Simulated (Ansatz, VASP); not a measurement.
# Two plane-wave programs on Bi

```
Bi
1.0
    -1.95725    1.95725    1.95725
     1.95725   -1.95725    1.95725
     1.95725    1.95725   -1.95725
Bi
1
Direct
  0.00000 0.00000 0.00000
```

Alike in both runs: functional PBEsol; k mesh 15 × 15 × 15; occupations fermi-dirac, width 0.08 eV; no spin polarisation.

Ansatz relaxed the structure, and its values are those at the end. VASP's run is a single point on that final structure, the one shown.

```csv
,VASP,Ansatz
version,VASP 6.6.1,Ansatz 0.2.0
potentials or method,"VASP PAW PBE potentials, release 64 (Bi_d)","PAW with Ansatz's default frozen-core files, scalar-relativistic"
plane-wave cutoff (eV),520,420
valence electrons in the cell,15,15
```

```csv
,VASP,Ansatz,Ansatz less VASP
pressure (GPa),-0.1,0.0,+0.08
```

VASP's potentials were made for PBE, not for PBEsol.

Neither program's run includes spin-orbit coupling.
